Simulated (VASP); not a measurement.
Wanted: the native input for a VASP 6.6.1 run.

```
Task                   : single point
Functional             : PBE
Potentials or basis    : VASP PAW PBE potentials, release 64 (In_d, Se)
Cutoff                 : 520 eV
k mesh                 : 10 × 10 × 4
Occupations            : methfessel-paxton, width 0.3 eV
Spin                   : no spin polarisation
Dipole correction      : no
Further INCAR settings : ALGO = Normal; EDIFF = 1e-07; NBANDS = 34
```

The structure of InSe2 lies in POSCAR:

```
InSe2
1.0
    3.8948930000      0.0000000000      0.0000000000
    0.0000000000      3.8948930000      0.0000000000
    0.0000000000      0.0000000000      9.6262310000
In Se
2 4
Direct
    0.0000000000      0.5000000000      0.7064680000
    0.5000000000      0.0000000000      0.2935320000
    0.0000000000      0.5000000000      0.3662120000
    0.5000000000      0.0000000000      0.6337880000
    0.0000000000      0.0000000000      0.0000000000
    0.5000000000      0.5000000000      0.0000000000
```

One way to write it, as run:

INCAR

```
PREC = Accurate
ENCUT = 520
EDIFF = 1E-7
ISMEAR = 1
SIGMA = 0.3
LREAL = False
LASPH = True
NELM = 100
ALGO = Normal
ISIF = 2
LWAVE = False
LCHARG = True
GGA = PE
LELF = True
LVHAR = True
NBANDS = 34
```

KPOINTS

```
Automatic mesh
0
Gamma
  10 10 4
```

Potentials or basis: VASP PAW PBE potentials, release 64 (In_d, Se).

Launch:

```bash
$ cat potpaw_PBE.64/In_d/POTCAR potpaw_PBE.64/Se/POTCAR > POTCAR
$ mpirun -np 1 vasp_std > vasp.out
```

Results of the run:

- Pressure: -0.1 GPa
- Largest force: 0.057 eV/Å
- Band gap on the k mesh: zero (bands 25 and 26 overlap by 2.11 eV)

Caveat: so wide a smearing shifts energies and pressures; spin-orbit coupling is left out, which moves the levels of the heavy elements.

Wall time 10 min on 1 thread of AMD EPYC 7R13, with other jobs on the host, peak memory 0.38 GiB.
